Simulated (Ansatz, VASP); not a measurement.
**Two plane-wave programs on FeSi**

```
Fe Si
1.0
     4.46700    0.00000    0.00000
     0.00000    4.46700    0.00000
     0.00000    0.00000    4.46700
Fe Si
4 4
Direct
  0.14217 0.14174 0.13966
  0.37417 0.87374 0.63966
  0.64217 0.37374 0.87166
  0.87417 0.64174 0.37166
  0.85267 0.85224 0.85016
  0.66367 0.16324 0.35016
  0.35267 0.66324 0.16116
  0.09833 0.29034 0.61589
```

Change from the starting cell: atom 8 moved 0.45 Å.

Alike in both runs: task single point; functional PBE; k mesh 6 × 6 × 6; occupations fermi-dirac, width 0.05 eV; collinear spin.

|  | VASP | Ansatz |
| --- | --- | --- |
| version | VASP 6.6.1 | Ansatz 0.2.0 |
| potentials or method | VASP PAW PBE potentials, release 64 (Fe, Si) | Ansatz PAW |
| plane-wave cutoff (eV) | 600 | 420 |
| valence electrons in the cell | 48 | 80 |

```csv
,VASP,Ansatz,Ansatz less VASP
gap on the k mesh at the Fermi level (eV),none,none,-
pressure (GPa),2.7,2.0,-0.72
"traceless stress, the component that is largest in VASP (GPa)",1.04,1.19,+0.152
rms of the force components (eV/Å),0.945,0.951,+0.0067
net moment per atom (μB),0.21,0.12,-0.086
size of the moment on the site where the two differ most (μB),0.72,0.48,-0.242
```

Site moments also hang on the region over which each program counts them. Atom by atom the forces differ by 0.044 eV/Å (rms over components). A gap of «none» marks a metal or a gap that the smearing closes. VASP's potentials hold 48 valence electrons a cell and Ansatz's 80, so a difference there can come from the potentials and not from the codes.
